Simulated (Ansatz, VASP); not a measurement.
Sb in VASP and in Ansatz

```
Sb
1.0
     0.00000    2.35662    2.35662
     2.35662    0.00000    2.35662
     2.35662    2.35662    0.00000
Sb
1
Direct
  0.00000 0.00000 0.00000
```

Alike in both runs: functional PBEsol; k mesh 16 × 16 × 16; occupations gaussian, width 0.1 eV; no spin polarisation.

Ansatz relaxed the structure, and its values are those at the end. VASP's run is a single point on that final structure, the one shown.

|  | VASP | Ansatz |
| --- | --- | --- |
| version | VASP 6.6.1 | Ansatz 0.2.0 |
| potentials or method | VASP PAW PBE potentials, release 64 (Sb), cutoff 520 eV | scalar-relativistic, plane waves, PAW |
| valence electrons in the cell | 5 | 15 |

```tsv
	VASP	Ansatz	Ansatz less VASP
gap on the k mesh at the Fermi level (eV)	none	none	-
pressure (GPa)	0.0	0.0	+0.02
```

VASP's potentials were made for PBE, not for PBEsol. A gap of «none» marks a metal or a gap that the smearing closes. VASP's potentials hold 5 valence electrons a cell and Ansatz's 15, so a difference there can come from the potentials and not from the codes.

Neither program's run includes spin-orbit coupling.
